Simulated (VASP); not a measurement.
Al: single point with r2SCAN

Crystal: Al.

```
Al
1.0
     0.00000    1.99362    1.99362
     1.99362    0.00000    1.99362
     1.99362    1.99362    0.00000
Al
1
Direct
  0.00000 0.00000 0.00000
```

This cell differs from its parent crystal: strain -0.015 along x and y, -0.015 along z.

| Property | Result |
| --- | --- |
| Program | VASP 6.6.1 |
| Task | single point |
| Functional | r2SCAN |
| Potentials or basis | VASP PAW PBE potentials, release 64 (Al) |
| Cutoff | 520 eV |
| k mesh | 20 × 20 × 20 |
| Occupations | gaussian, width 0.15 eV |
| Spin | no spin polarisation |
| Dipole correction | no |
| Further INCAR settings | ALGO = Normal; EDIFF = 1e-07; NBANDS = 8 |

The pressure is 0.0 GPa and the band gap on the k mesh is zero (an odd number of electrons rules out a gap without spin polarisation).

Levels at points of the mesh, in eV from the Fermi level:
| k point | band 1 | band 2 | band 3 | band 4 |
| --- | --- | --- | --- | --- |
| (0.00, 0.00, 0.00) | -12.17 | 13.51 | 13.51 | 13.51 |
| (0.50, 0.00, 0.00) | -5.21 | -4.63 | 12.23 | 12.23 |
| (0.50, 0.50, 0.00) | -3.30 | -1.71 | 5.43 | 6.16 |

Wall time 83 s on 1 thread of Intel(R) Xeon(R) Platinum 8259CL CPU @ 2.50GHz (Skylake/Cascade Lake) (shared host), peak memory 0.15 GiB.

Caveat: the cell differs from its parent crystal (strain -0.015 along x and y, -0.015 along z); the PAW data sets were made with another functional, which shifts forces and pressure a little.
